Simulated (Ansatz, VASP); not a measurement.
# Mo2Cl: VASP beside Ansatz

INCAR

```
SYSTEM = Mo2Cl
  PREC = Accurate
  ENCUT = 500
  EDIFF = 1E-6
  ISMEAR = 0
  SIGMA = 0.0101
  LREAL = .False.
  LASPH = .True.
  NELM = 120
  ALGO = Normal
  ISIF = 2
  LWAVE = .False.
  LCHARG = .True.
  GGA = PE
  LELF = .True.
  LVHAR = .True.
  NBANDS = 82
  GGA_COMPAT = .False.
```

File KPOINTS:

```
regular mesh
0
Gamma
  6 4 4
  0 0 0
```

Contents of POSCAR:

```
Mo2Cl
1.0
    5.4587750000      0.0000000000      0.0000000000
    0.0000000000      6.9459600000      0.0000000000
    0.0000000000      0.0000000000      6.0063820000
Cl Mo
4 8
Direct
    0.0000000000      0.3750000000      0.2500000000
    0.5000000000      0.1250000000      0.7500000000
    0.0000000000      0.6250000000      0.7500000000
    0.5000000000      0.8750000000      0.2500000000
    0.2450000000      0.1250000000      0.0830000000
    0.2550000000      0.3750000000      0.5830000000
    0.7450000000      0.3750000000      0.9170000000
    0.7550000000      0.1250000000      0.4170000000
    0.7550000000      0.8750000000      0.9170000000
    0.7450000000      0.6250000000      0.4170000000
    0.2550000000      0.6250000000      0.0830000000
    0.2450000000      0.8750000000      0.5830000000
```

Input for Ansatz:

```yaml
crystal:
  lattice:
    - [5.458775, 0.0, 0.0]
    - [0.0, 6.94596, 0.0]
    - [0.0, 0.0, 6.006382]
  atoms:
    - { symbol: Cl, position: [0.0, 0.375, 0.25] }
    - { symbol: Cl, position: [0.5, 0.125, 0.75] }
    - { symbol: Cl, position: [0.0, 0.625, 0.75] }
    - { symbol: Cl, position: [0.5, 0.875, 0.25] }
    - { symbol: Mo, position: [0.245, 0.125, 0.083] }
    - { symbol: Mo, position: [0.255, 0.375, 0.583] }
    - { symbol: Mo, position: [0.745, 0.375, 0.917] }
    - { symbol: Mo, position: [0.755, 0.125, 0.417] }
    - { symbol: Mo, position: [0.755, 0.875, 0.917] }
    - { symbol: Mo, position: [0.745, 0.625, 0.417] }
    - { symbol: Mo, position: [0.255, 0.625, 0.083] }
    - { symbol: Mo, position: [0.245, 0.875, 0.583] }
  symmetry: { tolerance: 0.0003 }
kpoints:
  mp_grid: { grid: [6, 4, 4], shift: [0, 0, 0] }
  band_path:
    path:
      - [0.0, 0.0, 0.0]
      - [0.5, 0.0, 0.0]
      - [0.5, 0.5, 0.0]
      - [0.0, 0.5, 0.0]
      - [0.0, 0.0, 0.0]
      - [0.0, 0.0, 0.5]
      - [0.5, 0.0, 0.5]
      - [0.5, 0.5, 0.5]
      - [0.0, 0.5, 0.5]
      - [0.0, 0.0, 0.5]
      - [0.5, 0.0, 0.0]
    npoints: 7
magnetization:
  spin_polarized: false
scf:
  occupations: { method: gaussian, width: 0.0101 }
  lower_state_search: "off"
  max_iter: 200
hamiltonian:
  pseudopotentials: { kind: paw }
  xc: pbe
basis:
  ecutwfc: 420
  fft_grid_basis: typed
output:
  forces: true
  stress: true
  eigenvalues: true
  bader: true
  populations: true
  elf: true
  write_potential: true
  volumetric_format: npy
  dos:
    e_range: [-12, 8]
    de: 0.05
    projected: { site_lists: { Cl: [Cl], Mo: [Mo] } }
checkpoint:
  read: saved_state
```

Alike in both runs: task single point; functional PBE; k mesh 6 × 4 × 4; occupations gaussian, width 0.0101 eV; no spin polarisation.

```csv
,VASP,Ansatz
version,VASP 6.6.1,Ansatz 0.2.0
potentials or method,"VASP PAW PBE potentials, release 64 (Cl, Mo_sv), cutoff 500 eV",PAW plane waves
valence electrons in the cell,140,140
```

```csv
,VASP,Ansatz,Ansatz less VASP
pressure (GPa),-18.8,-19.3,-0.43
"traceless stress, the component that is largest in VASP (GPa)",-0.79,-0.80,-0.006
rms of the force components (eV/Å),0.241,0.234,-0.0062
```

Atom by atom the forces differ by 0.010 eV/Å (rms over components). The functional is the same, so the differences come from potentials, cutoffs and numerics.
